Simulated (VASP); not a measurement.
# Pt (P-1) in VASP: single point with PBEsol

Aim: the single point of Pt with PBEsol.

Everything below comes from runs of VASP 6.6.1. Logs are shortened: lines on timing, memory, paths and dates and some standing lists are left out, and cuts for length are marked.

### Step 1. The cell of the first run

The typed cell holds 1 atom: a = 2.754 Å, b = 2.801 Å, c = 2.756 Å, α = 59.60°, β = 60.16°, γ = 60.29°.

### Step 2. Single point, PBEsol

Contents of INCAR:

```
ALGO     = Fast           # electronic algorithm
EDIFF    = 1E-7           # SCF threshold, eV
ENCUT    = 520            # plane-wave cutoff, eV
GGA      = PS             # functional
ISIF     = 2              # what is computed and relaxed
ISMEAR   = 0              # smearing method
LASPH    = True           # aspherical terms in the spheres
LCHARG   = True           # write CHGCAR
LELF     = True           # ELF
LREAL    = False          # projectors in reciprocal space
LVHAR    = True         
LWAVE    = False          # write WAVECAR
NBANDS   = 11             # bands
NELM     = 80             # most SCF steps
PREC     = Accurate       # precision mode
SIGMA    = 0.15           # smearing width, eV
```

Contents of KPOINTS:

```
k-points
0
Gamma
  14 14 14
```

Contents of POSCAR:

```
Pt
1.0
    0.0020965427      1.9412280881      1.9530593075
    1.9909636168     -0.0145952994      1.9697511496
    1.9653643853      1.9323206987      0.0110039322
Pt
1
Direct
    0.0000000000      0.0000000000      0.0000000000
```

Potentials or basis: VASP PAW PBE potentials, release 64 (Pt).

On the command line:

```bash
$ cat potpaw_PBE.64/Pt/POTCAR > POTCAR
$ mpirun -np 1 vasp_std > vasp.out
```

OUTCAR:

```text
EDIFF = 1E-7
   ENCUT = 520
   GGA = PS
   ISIF = 2
   ISMEAR = 0
   LASPH = True
   LREAL = False
   NELM = 80
   PREC = Accurate

 ion  position               nearest neighbor table
   1  0.000  0.000  0.000-

  LATTYP: Found a triclinic cell.
 ALAT       =     4.8033992739
 B/A-ratio  =     0.5732795411
 C/A-ratio  =     0.8232499670
 COS(alpha) =     0.0015389231
 COS(beta)  =     0.4182454323
 COS(gamma) =     0.8622990048

  Lattice vectors:

 A1 = (  -1.9930601595,  -1.9266327887,  -3.9228104571)
 A2 = (  -0.0020965427,  -1.9412280881,  -1.9530593075)
 A3 = (  -3.9542314594,   0.0235026888,  -0.0276957743)

Analysis of symmetry for initial positions (statically):
=====================================================================
 Subroutine PRICEL returns:
 Original cell was already a primitive cell.

 Routine SETGRP: Setting up the symmetry group for a
 triclinic supercell.

 Subroutine GETGRP returns: Found  2 space group operations
 (whereof  2 operations were pure point group operations)
 out of a pool of  2 trial point group operations.

The static configuration has the point symmetry S_2 .

Analysis of symmetry for dynamics (positions and initial velocities):
=====================================================================
 Subroutine PRICEL returns:
 Original cell was already a primitive cell.

 Routine SETGRP: Setting up the symmetry group for a
 triclinic supercell.

 Subroutine GETGRP returns: Found  2 space group operations
 (whereof  2 operations were pure point group operations)
 out of a pool of  2 trial point group operations.

The dynamic configuration has the point symmetry S_2 .

 Subroutine INISYM returns: Found  2 space group operations
 (whereof  2 operations are pure point group operations),
 and found     1 'primitive' translations

----------------------------------------------------------------------------------------

                                     Primitive cell

  volume of cell :      15.0343

  direct lattice vectors                    reciprocal lattice vectors
     0.002096543  1.941228088  1.953059308    -0.253177491  0.256038865  0.257801163
     1.990963617 -0.014595299  1.969751150     0.249600626 -0.255312514  0.253497947
     1.965364385  1.932320699  0.011003932     0.256229855  0.258364878 -0.257074812

  length of vectors
     2.753690532  2.800726466  2.756200562     0.442850067  0.437888298  0.445526215

  position of ions in fractional coordinates (direct lattice)
     0.000000000  0.000000000  0.000000000

  ion indices of the primitive-cell ions
   primitive index   ion index
                 1           1

----------------------------------------------------------------------------------------

 KPOINTS: k-points

Automatic generation of k-mesh.
 Grid dimensions read from file:
 generate k-points for:   14   14   14

 Generating k-lattice:

  Cartesian coordinates                     Fractional coordinates (reciprocal lattice)
    -0.018084107  0.018288490  0.018414369     0.071428571 -0.000000000  0.000000000
     0.017828616 -0.018236608  0.018106996     0.000000000  0.071428571  0.000000000
     0.018302133  0.018454634 -0.018362487     0.000000000  0.000000000  0.071428571

  Length of vectors
     0.031632148  0.031277736  0.031823301

  Shift w.r.t. Gamma in fractional coordinates (k-lattice)
     0.000000000  0.000000000  0.000000000

 Subroutine IBZKPT returns following result:
 ===========================================

 Found   1376 irreducible k-points:

 Following reciprocal coordinates:
            Coordinates               Weight
  0.000000  0.000000  0.000000      1.000000
  0.071429  0.000000 -0.000000      2.000000
  0.142857  0.000000 -0.000000      2.000000
  0.214286  0.000000 -0.000000      2.000000
  0.285714  0.000000 -0.000000      2.000000
  0.357143  0.000000 -0.000000      2.000000
[... 16 lines left out ...]
  0.000000  0.142857  0.000000      2.000000
  0.071429  0.142857 -0.000000      2.000000
 [... further k-points ...]
   k-points           NKPTS =   1376   k-points in BZ     NKDIM =   1376   number of bands    NBANDS=     11
   number of dos      NEDOS =    301   number of ions     NIONS =      1
   total plane-waves  NPLWV =   9600
   dimension x,y,z NGX =    20 NGY =   24 NGZ =   20
   dimension x,y,z NGXF=    40 NGYF=   48 NGZF=   40
   ions per type =               1
   NGX,Y,Z   is equivalent  to a cutoff of  12.07, 14.25, 12.06 a.u.
   NGXF,Y,Z  is equivalent  to a cutoff of  24.15, 28.49, 24.13 a.u.
 SYSTEM =  unknown system
   PREC   = accura    normal or accurate (medium, high low for compatibility)
   ISTART =      0    job   : 0-new  1-cont  2-samecut
   ICHARG =      2    charge: 1-file 2-atom 10-const
   ISPIN  =      1    spin polarized calculation?
   LNONCOLLINEAR =      F non collinear calculations
   LSORBIT =      F    spin-orbit coupling
   LASPH  =      T    aspherical Exc in radial PAW
   ENCUT  =  520.0 eV  38.22 Ry    6.18 a.u.   5.12  5.21  5.12*2*pi/ulx,y,z
   NELM   =     80;   NELMIN=  2; NELMDL= -5     # of ELM steps
   EDIFF  = 0.1E-06   stopping-criterion for ELM
   LREAL  =      F    real-space projection
   EDIFFG = 0.1E-05   stopping-criterion for IOM
   NSW    =      0    number of steps for IOM
   IBRION =     -1    ionic relax: 0-MD 1-quasi-New 2-CG
   NFREE  =      0    steps in history (QN), initial steepest desc. (CG)
   ISIF   =      2    stress and relaxation
   ISYM   =      2    0-nonsym 1-usesym 2-fastsym
   POTIM  = 0.5000    time-step for ionic-motion
   TEBEG  =    0.0;   TEEND  =   0.0 temperature during run
   PSTRESS=    0.0 pullay stress
   NELECT =      10.0000    total number of electrons
   NUPDOWN=      -1.0000    fix difference up-down
   EMIN   =  10.00;   EMAX   =-10.00  energy-range for DOS
   EFERMI =   0.00;   METHOD = LEGACY
   ISMEAR =     0;   SIGMA  =   0.15  broadening in eV -4-tet -1-fermi 0-gaus
   EFERMI_NEDOS =   21; number of points for ismear=-14 and -15
   IALGO  =     68    algorithm
   IMIX   =      4    mixing-type and parameters
     AMIX     =   0.40;   BMIX     =  1.00
     AMIX_MAG =   1.60;   BMIX_MAG =  1.00
  volume/ion in A,a.u.               =      15.03       101.46
  Fermi-wavevector in a.u.,A,eV,Ry     =   1.429048  2.700510 27.785531  2.042179
  Thomas-Fermi vector in A             =   2.549044
   LORBIT       =      0    0 simple, 1 ext, 2 COOP (PROOUT), +10 PAW based schemes
   GGA     = PS    functional components
   LHFCALC =     F    Hartree Fock is set to
   AEXX    =    0.0000 exact exchange contribution
   IVDW    =     0    specifies the selected vdW correction
   LEPSILON=     F    determine dielectric tensor
   LRPA    =     F    only Hartree local field effects (RPA)
 non-spin polarized calculation
 RMM-DIIS sequential band-by-band and
 Gauss-broadening in eV      SIGMA  =   0.15
  energy-cutoff  :      520.00
  volume of cell :       15.03
 maximum number of plane-waves:       417
   NGX = 11   NGY = 11   NGZ = 11

 number of electron      10.0000001 magnetization

 Free energy of the ion-electron system (eV)
  ---------------------------------------------------
  ext. energy  EPLUGINS =         0.00000000
  ---------------------------------------------------
  free energy    TOTEN  =        -6.97841397 eV

  energy without entropy =       -6.95953529  energy(sigma->0) =       -6.96897463

 E-fermi :  11.1457     XC(G=0): -13.6459

 val. band max:       11.1456790471   @ k =  -0.0714   0.0714   0.5000
 cond. band min:      11.1466778946   @ k =  -0.2143  -0.2857   0.2857
 fundamental gap:      0.0009988476
 Fermi energy:        11.1456833697

 k-point     1 :       0.0000    0.0000    0.0000
  band No.  band energies     occupation
      1       0.8249      2.00000
      2       7.1609      2.00000
      3       7.3841      2.00000
      4       7.4426      2.00000
      5       9.4225      2.00000
      6       9.6318      2.00000
      7      25.7687      0.00000
      8      30.3286      0.00000
      9      30.8956      0.00000
     10      31.0363      0.00000
     11      36.0644      0.00000

 k-point     2 :       0.0714    0.0000   -0.0000
  band No.  band energies     occupation
      1       1.0314      2.00000
      2       7.1887      2.00000
      3       7.3427      2.00000
      4       7.5295      2.00000
      5       9.3800      2.00000
      6       9.5792      2.00000
      7      26.0919      0.00000
      8      29.7278      0.00000
      9      30.7721      0.00000
     10      31.3450      0.00000
     11      37.1912      0.00000

 k-point     3 :       0.1429    0.0000   -0.0000
  band No.  band energies     occupation
      1       1.6189      2.00000
      2       7.0344      2.00000
      3       7.4627      2.00000
      4       7.7412      2.00000
      5       9.3240      2.00000
      6       9.4877      2.00000
      7      26.9041      0.00000
      8      27.7938      0.00000
      9      31.6646      0.00000
     10      32.2305      0.00000
     11      36.8810      0.00000

 k-point     4 :       0.2143    0.0000   -0.0000
  band No.  band energies     occupation
      1       2.4617      2.00000
      2       6.9052      2.00000
      3       7.5658      2.00000
      4       7.8940      2.00000
      5       9.4586      2.00000
      6       9.5588      2.00000
      7      25.6360      0.00000
      8      27.5848      0.00000
      9      32.9829      0.00000
     10      33.4887      0.00000
     11      34.9134      0.00000
[... 239 lines left out ...]
 k-point    22 :      -0.0714    0.0714    0.0000
  band No.  band energies     occupation
      1       1.3550      2.00000
      2       6.9908      2.00000
      3       7.5365      2.00000
      4       7.6240      2.00000
      5       9.2564      2.00000
      6       9.6265      2.00000
      7      26.5486      0.00000
      8      28.6661      0.00000
      9      30.8623      0.00000
     10      32.0753      0.00000
     11      37.5454      0.00000

 k-point    23 :       0.0000    0.1429    0.0000
  band No.  band energies     occupation
      1       1.5932      2.00000
      2       6.9392      2.00000
      3       7.6057      2.00000
      4       7.6363      2.00000
      5       9.3728      2.00000
      6       9.5349      2.00000
      7      26.7850      0.00000
      8      27.5973      0.00000
      9      32.0643      0.00000
     10      32.1476      0.00000
     11      36.7429      0.00000

 k-point    24 :       0.0714    0.1429   -0.0000
  band No.  band energies     occupation
      1       1.5508      2.00000
      2       6.9019      2.00000
      3       7.5968      2.00000
      4       7.7233      2.00000
      5       9.1542      2.00000
      6       9.6714      2.00000
      7      26.8247      0.00000
      8      28.3775      0.00000
      9      31.2327      0.00000
     10      31.6461      0.00000
     11      37.5979      0.00000

 [... further k-points ...]

------------------------ aborting loop because EDIFF is reached ----------------------------------------

  FORCE on cell =-STRESS in cart. coord.  units (eV):
  Direction    XX          YY          ZZ          XY          YZ          ZX
  --------------------------------------------------------------------------------------
  -------------------------------------------------------------------------------------
  Total       -0.1160619      0.0495796     -0.0034306      0.0936101      0.0289013     -0.0953919
  in kB      -12.3684818      5.2835958     -0.3655916      9.9758447      3.0799495    -10.1657268
  external PRESSURE =      -2.4834925 kB  Pullay stress =       0.0000000 kB

 VOLUME and BASIS-vectors are now :
 -----------------------------------------------------------------------------
  energy-cutoff  :      520.00
  volume of cell :       15.03
      direct lattice vectors                 reciprocal lattice vectors
     0.002096543  1.941228088  1.953059308    -0.253177491  0.256038865  0.257801163
     1.990963617 -0.014595299  1.969751150     0.249600626 -0.255312514  0.253497947
     1.965364385  1.932320699  0.011003932     0.256229855  0.258364878 -0.257074812

 POSITION                                       TOTAL-FORCE (eV/Angst)
 -----------------------------------------------------------------------------------
      0.00000      0.00000      0.00000        -0.000000     -0.000000     -0.000000
 -----------------------------------------------------------------------------------
    total drift:                               -0.000000      0.000000      0.000000

  FREE ENERGIE OF THE ION-ELECTRON SYSTEM (eV)
  ---------------------------------------------------
  free  energy   TOTEN  =        -6.9784139702 eV

  energy  without entropy=       -6.9595352901  energy(sigma->0) =       -6.96897463
```

It took 5.3 min on 1 thread of Intel Xeon 8259CL, shared host; peak memory 0.33 GiB.

Results:

```
Free energy            : -6.9784 eV
Pressure               : -0.2 GPa
Band gap on the k mesh : zero (bands 5 and 6 overlap by 2.27 eV)
```

Stress tensor (GPa, compression positive):
```
-1.24  1.00 -1.02
 1.00  0.53  0.31
-1.02  0.31 -0.04
```

Levels at points of the mesh, in eV from the Fermi level:
```
           k point  band 2  band 3  band 4  band 5  band 6  band 7  band 8  band 9
(0.00, 0.00, 0.00)   -3.98   -3.76   -3.70   -1.72   -1.51   14.62   19.18   19.75
(0.50, 0.00, 0.00)   -4.05   -3.70   -0.53   -0.01    0.13    5.88   14.15   18.70
(0.00, 0.50, 0.00)   -3.89   -3.83   -0.67   -0.04    0.09    5.64   14.29   19.12
(0.50, 0.50, 0.00)   -6.67    0.02    0.43    0.59    1.74    8.92   11.10   11.56
(0.00, 0.00, 0.50)   -4.06   -3.71   -0.45    0.07    0.10    6.00   14.08   18.56
(0.50, 0.00, 0.50)   -6.67    0.02    0.46    0.57    1.86    9.08   10.96   11.48
(0.00, 0.50, 0.50)   -6.67    0.03    0.47    0.53    1.54    8.64   11.47   11.58
(0.50, 0.50, 0.50)   -3.99   -3.76   -0.55   -0.05    0.15    5.85   14.18   18.82
```

Caveat: the PAW data sets were made with another functional, which shifts forces and pressure a little; spin-orbit coupling is left out, which moves the levels of the heavy elements.
